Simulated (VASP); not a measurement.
Crystal: TePb (rocksalt type).

```
Pb Te
1.0
     0.00000    3.08538    3.08538
     3.08538    0.00000    3.08538
     3.08538    3.08538    0.00000
Pb Te
1 1
Direct
  0.00000 0.00000 0.00000
  0.50000 0.50000 0.50000
```

```yaml
Program: VASP 6.6.1
Task: relaxation of cell and atoms
Functional: PBE
Potentials_or_basis: VASP PAW PBE potentials, release 64 (Pb_d, Te)
Cutoff: 600 eV
k_mesh: 9 × 9 × 9
Occupations: fermi-dirac, width 0.02 eV
Spin: no spin polarisation
```

At the start: pressure 11.0 GPa; volume 29.37 Å³/atom.

Problem. Where does the relaxation end?

Solution. Over 5 steps the energy falls by 174.7 meV/atom and the volume is 35.39 Å³/atom (+20.5 %); space group Fm-3m (No. 225, to 0.05 Å).

Step by step:
```
step  energy change (eV)  largest force (eV/Å)  pressure (GPa)  volume (Å³)
   1              0.0000                0.0000           11.00        58.74
   2             -0.2826                0.0000           -2.87        77.62
   3             -0.3494                0.0000            0.07        70.71
   4             -0.3494                0.0000           -0.09        70.97
   5             -0.3495                0.0000            0.01        70.77
```

Final structure:
```xyz
2
Lattice="0.0000 3.2831 3.2831 3.2831 0.0000 3.2831 3.2831 3.2831 0.0000" Properties=species:S:1:pos:R:3 pbc="T T T"
Pb    0.0000    3.2831    3.2831
Te    3.2831    3.2831    3.2831
```

Caveat: the volume moved by over 15 % at a fixed basis, so the end points are rough.
